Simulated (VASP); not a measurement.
# Si3Ag (Fm-3m) in VASP: notebook, part 2 of 2

VASP 6.6.1. The steps go on from the part before.

**3. Single point, PBE**

This run uses another cell than the first one, of 19.31 Å³/atom.

File INCAR:

```
SYSTEM = Si3Ag
PREC = Accurate
ENCUT = 520
EDIFF = 1E-7
ISMEAR = 0
SIGMA = 0.1
LREAL = .False.
LASPH = .True.
NELM = 100
ALGO = Normal
ISIF = 2
LWAVE = .False.
LCHARG = .False.
GGA = PE
NBANDS = 20
```

File KPOINTS:

```
regular mesh
0
Gamma
  4 4 4
  0 0 0
```

File POSCAR:

```
Si3Ag
1.0
    0.0000000000      3.3799359600      3.3799359600
    3.3799359600      0.0000000000      3.3799359600
    3.3799359600      3.3799359600      0.0000000000
Si Ag
3 1
Direct
    0.0000000000      0.0000000000      0.0000000000
    0.2500000000      0.2500000000      0.2500000000
    0.7500000000      0.7500000000      0.7500000000
    0.5000000000      0.5000000000      0.5000000000
```

Potentials or basis: VASP PAW PBE potentials, release 64 (Si, Ag).

Started as:

```bash
> cat potpaw_PBE.64/Si/POTCAR potpaw_PBE.64/Ag/POTCAR > POTCAR
> mpirun -np 1 vasp_std > vasp.out
```

OUTCAR:

```text
SYSTEM = Si3Ag
   PREC = Accurate
   ENCUT = 520
   EDIFF = 1E-7
   ISMEAR = 0
   LREAL = .False.
   LASPH = .True.
   NELM = 100
   ISIF = 2
   GGA = PE

 ion  position               nearest neighbor table
   1  0.000  0.000  0.000-   3 2.93   3 2.93   3 2.93   2 2.93   2 2.93   2 2.93   3 2.93   2 2.93

   2  0.250  0.250  0.250-   1 2.93   1 2.93   1 2.93   4 2.93   4 2.93   4 2.93   4 2.93   1 2.93

   3  0.750  0.750  0.750-   4 2.93   4 2.93   4 2.93   1 2.93   1 2.93   1 2.93   4 2.93   1 2.93

   4  0.500  0.500  0.500-   2 2.93   2 2.93   2 2.93   3 2.93   3 2.93   3 2.93   3 2.93   2 2.93

  LATTYP: Found a face centered cubic cell.
 ALAT       =     6.7598719200

  Lattice vectors:

 A1 = (   0.0000000000,   3.3799359600,   3.3799359600)
 A2 = (   3.3799359600,   0.0000000000,   3.3799359600)
 A3 = (   3.3799359600,   3.3799359600,   0.0000000000)

Analysis of symmetry for initial positions (statically):
=====================================================================
 Subroutine PRICEL returns:
 Original cell was already a primitive cell.

 Routine SETGRP: Setting up the symmetry group for a
 face centered cubic supercell.

 Subroutine GETGRP returns: Found 48 space group operations
 (whereof 48 operations were pure point group operations)
 out of a pool of 48 trial point group operations.

The static configuration has the point symmetry O_h .

Analysis of symmetry for dynamics (positions and initial velocities):
=====================================================================
 Subroutine PRICEL returns:
 Original cell was already a primitive cell.

 Routine SETGRP: Setting up the symmetry group for a
 face centered cubic supercell.

 Subroutine GETGRP returns: Found 48 space group operations
 (whereof 48 operations were pure point group operations)
 out of a pool of 48 trial point group operations.

The dynamic configuration has the point symmetry O_h .

 Subroutine INISYM returns: Found 48 space group operations
[... 101 lines left out ...]
   IALGO  =     38    algorithm
   IMIX   =      4    mixing-type and parameters
     AMIX     =   0.40;   BMIX     =  1.00
     AMIX_MAG =   1.60;   BMIX_MAG =  1.00
  volume/ion in A,a.u.               =      19.31       130.28
  Fermi-wavevector in a.u.,A,eV,Ry     =   1.093282  2.066004 16.262583  1.195266
  Thomas-Fermi vector in A             =   2.229565
   LORBIT       =      0    0 simple, 1 ext, 2 COOP (PROOUT), +10 PAW based schemes
   GGA     = PE    functional components
   LHFCALC =     F    Hartree Fock is set to
   AEXX    =    0.0000 exact exchange contribution
   IVDW    =     0    specifies the selected vdW correction
   LEPSILON=     F    determine dielectric tensor
   LRPA    =     F    only Hartree local field effects (RPA)
 non-spin polarized calculation
 Gauss-broadening in eV      SIGMA  =   0.10
  energy-cutoff  :      520.00
  volume of cell :       77.22
 maximum number of plane-waves:      2120
   NGX = 17   NGY = 17   NGZ = 17

 number of electron      22.9999993 magnetization

 Free energy of the ion-electron system (eV)
  ---------------------------------------------------
  ext. energy  EPLUGINS =         0.00000000
  ---------------------------------------------------
  free energy    TOTEN  =       -16.24857469 eV

  energy without entropy =      -16.24464496  energy(sigma->0) =      -16.24660983

 E-fermi :   6.6348     XC(G=0): -10.4236

 val. band max:        6.5497144011   @ k =  -0.2500   0.5000   0.2500
 cond. band min:       7.0115600730   @ k =   0.5000   0.2500   0.0000
 fundamental gap:      0.4618456719
 Fermi energy:         6.6347808955

 k-point     1 :       0.0000    0.0000    0.0000
  band No.  band energies     occupation
      1      -4.4399      2.00000
      2       1.5841      2.00000
      3       1.5841      2.00000
      4       1.5841      2.00000
      5       2.1956      2.00000
      6       2.1956      2.00000
[... 173 lines left out ...]
     19      14.1258      0.00000
     20      14.1258      0.00000

------------------------ aborting loop because EDIFF is reached ----------------------------------------

  FORCE on cell =-STRESS in cart. coord.  units (eV):
  Direction    XX          YY          ZZ          XY          YZ          ZX
  --------------------------------------------------------------------------------------
  -------------------------------------------------------------------------------------
  Total       -4.6344374     -4.6344374     -4.6344374      0.0000000     -0.0000000      0.0000000
  in kB      -96.1506418    -96.1506418    -96.1506418      0.0000000     -0.0000000      0.0000000
  external PRESSURE =     -96.1506418 kB  Pullay stress =       0.0000000 kB

 VOLUME and BASIS-vectors are now :
 -----------------------------------------------------------------------------
  energy-cutoff  :      520.00
  volume of cell :       77.22
      direct lattice vectors                 reciprocal lattice vectors
     0.000000000  3.379935960  3.379935960    -0.147931797  0.147931797  0.147931797
     3.379935960  0.000000000  3.379935960     0.147931797 -0.147931797  0.147931797
     3.379935960  3.379935960  0.000000000     0.147931797  0.147931797 -0.147931797

 POSITION                                       TOTAL-FORCE (eV/Angst)
 -----------------------------------------------------------------------------------
      0.00000      0.00000      0.00000         0.000000      0.000000      0.000000
      1.68997      1.68997      1.68997         0.000000      0.000000      0.000000
      5.06990      5.06990      5.06990        -0.000000     -0.000000     -0.000000
      3.37994      3.37994      3.37994         0.000000      0.000000      0.000000
 -----------------------------------------------------------------------------------
    total drift:                                0.000000      0.000000      0.000000

  FREE ENERGIE OF THE ION-ELECTRON SYSTEM (eV)
  ---------------------------------------------------
  free  energy   TOTEN  =       -16.2485746933 eV

  energy  without entropy=      -16.2446449636  energy(sigma->0) =      -16.24660983
```

stdout:

```text
POSCAR found type information on POSCAR SiAg
 POSCAR found :  2 types and       4 ions
 scaLAPACK will be used
 LDA part: xc-table for (Slater+PW92), standard interpolation
 POSCAR, INCAR and KPOINTS ok, starting setup
 FFT: planning ... GRIDC
 FFT: planning ... GRID_SOFT
 FFT: planning ... GRID
 WAVECAR not read
 entering main loop
```

Wall time 27 s (1 thread of Intel Xeon 8259CL, shared host); peak memory 0.2 GiB.

Results:

```yaml
Free_energy: -16.2486 eV
Pressure: -9.6 GPa
Band_gap_on_the_k_mesh: zero (an odd number of electrons rules out a gap without spin polarisation)
```

Levels at points of the mesh, in eV from the Fermi level:
```csv
k point,band 7,band 8,band 9,band 10,band 11,band 12,band 13,band 14,band 15,band 16
"(0.00, 0.00, 0.00)",-4.25,-2.65,-1.07,-1.07,-1.07,-0.09,-0.09,-0.09,1.88,1.88
"(0.50, 0.00, 0.00)",-4.43,-4.31,-1.29,-1.29,-1.12,-1.12,-0.77,2.82,3.80,4.73
"(0.50, 0.50, 0.00)",-4.03,-4.03,-3.99,-3.04,-2.82,3.29,3.29,3.40,4.23,4.29
```

Caveat: the k points lie up to 0.40 Å⁻¹ apart, too coarse for converged energies and pressures of a metal.

**4. Single point, PBE**

This run uses another cell than the first one, of 16.31 Å³/atom.

File INCAR:

```
ALGO     = Normal         # electronic algorithm
EDIFF    = 1E-6           # SCF threshold, eV
ENCUT    = 520            # plane-wave cutoff, eV
GGA      = PE             # functional
ISIF     = 2              # what is computed and relaxed
ISMEAR   = 0              # smearing method
LASPH    = T              # aspherical terms in the spheres
LCHARG   = F              # write CHGCAR
LREAL    = F              # projectors in reciprocal space
LWAVE    = F              # write WAVECAR
NBANDS   = 20             # bands
NELM     = 80             # most SCF steps
PREC     = Accurate       # precision mode
SIGMA    = 0.1            # smearing width, eV
```

File KPOINTS:

```
k-points
0
Gamma
  6 6 6
```

File POSCAR:

```
Si3Ag
1.0
    0.0000000000      3.1952429294      3.1952429294
    3.1952429294      0.0000000000      3.1952429294
    3.1952429294      3.1952429294      0.0000000000
Si Ag
3 1
Direct
    0.0000000000      0.0000000000      0.0000000000
    0.2500000000      0.2500000000      0.2500000000
    0.7500000000      0.7500000000      0.7500000000
    0.5000000000      0.5000000000      0.5000000000
```

Started as:

```bash
> cat potpaw_PBE.64/Si/POTCAR potpaw_PBE.64/Ag/POTCAR > POTCAR
> mpirun -np 1 vasp_std > vasp.out
```

It took 38 s on 1 thread of Intel Xeon 8259CL, shared host; peak memory 0.2 GiB.

It converged, with:

```
Free energy            : -16.7755 eV
Pressure               : -0.1 GPa
Band gap on the k mesh : zero (an odd number of electrons rules out a gap without spin polarisation)
```

Levels at points of the mesh, in eV from the Fermi level:
| k point | band 8 | band 9 | band 10 | band 11 | band 12 | band 13 | band 14 | band 15 |
| --- | --- | --- | --- | --- | --- | --- | --- | --- |
| (0.00, 0.00, 0.00) | -1.93 | -1.64 | -1.64 | -1.64 | -0.28 | -0.28 | -0.28 | 1.71 |
| (0.50, 0.00, 0.00) | -4.37 | -1.82 | -1.82 | -1.57 | -1.57 | -0.47 | 3.43 | 4.39 |
| (0.50, 0.50, 0.00) | -5.01 | -4.62 | -3.21 | -3.06 | 3.54 | 3.54 | 4.26 | 4.60 |

**5. The runs side by side**

```csv
cell,k mesh,gap on the mesh (eV),pressure (GPa)
"a = 4.547 Å, angles 60.0°, 4 atoms",4 × 4 × 4,none,-0.4
"a = 4.780 Å, angles 60.0°, 4 atoms",4 × 4 × 4,none,-9.6
"a = 4.519 Å, angles 60.0°, 4 atoms",6 × 6 × 6,none,-0.1
```

Alike in all rows: task single point; level PBE; potentials or basis VASP PAW PBE potentials, release 64 (Si, Ag); no spin polarisation; cutoff (eV) 520; smearing gaussian 0.1 eV.

Caveats: some runs use coarse meshes.

Absolute energies hang on the potentials; compare differences alone.

The gap in the log of VASP goes by the Fermi energy; the results here count the filled bands.